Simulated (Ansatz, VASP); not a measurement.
## AlN: VASP beside Ansatz

```
Al N
1.0
     3.24450    0.00000    0.00000
    -1.62225    2.80982    0.00000
     0.00000    0.00000    4.10208
Al N
2 2
Direct
  0.66667 0.33333 0.25000
  0.33333 0.66667 0.75000
  0.66667 0.33333 0.75000
  0.33333 0.66667 0.25000
```

Change from the starting cell: volume scaled by 0.94.

Alike in both runs: task single point; functional PBEsol; k mesh 9 × 9 × 7; occupations fermi-dirac, width 0.05 eV; no spin polarisation.

|  | VASP | Ansatz |
| --- | --- | --- |
| version | VASP 6.6.1 | Ansatz 0.2.0 |
| potentials or method | VASP PAW PBE potentials, release 64 (Al, N), cutoff 520 eV | all-electron LAPW, scalar-relativistic |

```tsv
	VASP	Ansatz	Ansatz less VASP
gap on the k mesh at the Fermi level (eV)	3.64	3.64	-0.004
least direct gap on the mesh (eV)	3.64	3.64	-0.004
pressure (GPa)	10.6	10.6	-0.08
traceless stress, the component that is largest in VASP (GPa)	-2.59	-2.41	+0.183
```

VASP's potentials were made for PBE, not for PBEsol. Ansatz ran all-electron here, and VASP with PAW potentials.
